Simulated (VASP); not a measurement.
A run of VASP 6.6.1:

The input INCAR:

```
SYSTEM = SiO2
ALGO     = Normal         ! electronic algorithm
EDIFF    = 1E-7           ! SCF threshold, eV
ENCUT    = 520            ! plane-wave cutoff, eV
ISIF     = 2              ! what is computed and relaxed
ISMEAR   = 0              ! smearing method
LASPH    = .True.         ! aspherical terms in the spheres
LCHARG   = .True.         ! write CHGCAR
LELF     = .True.         ! ELF
LREAL    = .False.        ! projectors in reciprocal space
LVHAR    = .True.       
LWAVE    = .False.        ! write WAVECAR
NBANDS   = 25             ! bands
NELM     = 80             ! most SCF steps
PREC     = Accurate       ! precision mode
SIGMA    = 0.05           ! smearing width, eV
```

The input KPOINTS:

```
k-points
0
Gamma
  6 6 8
  0 0 0
```

File POSCAR:

```
SiO2
1.0
    4.1053000000      0.0000000000      0.0000000000
    0.0000000000      4.1053000000      0.0000000000
    0.0000000000      0.0000000000      2.9168000000
Si O
2 4
Direct
    0.5000000000      0.5000000000      0.5000000000
    0.0000000000      0.0000000000      0.0000000000
    0.6944252994      0.6944252994      0.0000000000
    0.1944252994      0.8055747006      0.5000000000
    0.3055747006      0.3055747006      0.0000000000
    0.8055747006      0.1944252994      0.5000000000
```

Potentials or basis: VASP PAW LDA potentials, release 64 (Si, O).

The run is started by

```sh
$ cat potpaw_LDA.64/Si/POTCAR potpaw_LDA.64/O/POTCAR > POTCAR
$ mpirun -np 1 vasp_std > vasp.out
```

Hardware: 1 thread of Intel Xeon 8259CL, on a shared host.

Task: Estimate the wall time of this run.

Result: Wall time 48 s on 1 thread of Intel Xeon 8259CL, with other jobs on the host, peak memory 0.17 GiB. Counts: scf iterations 13, k points 50.
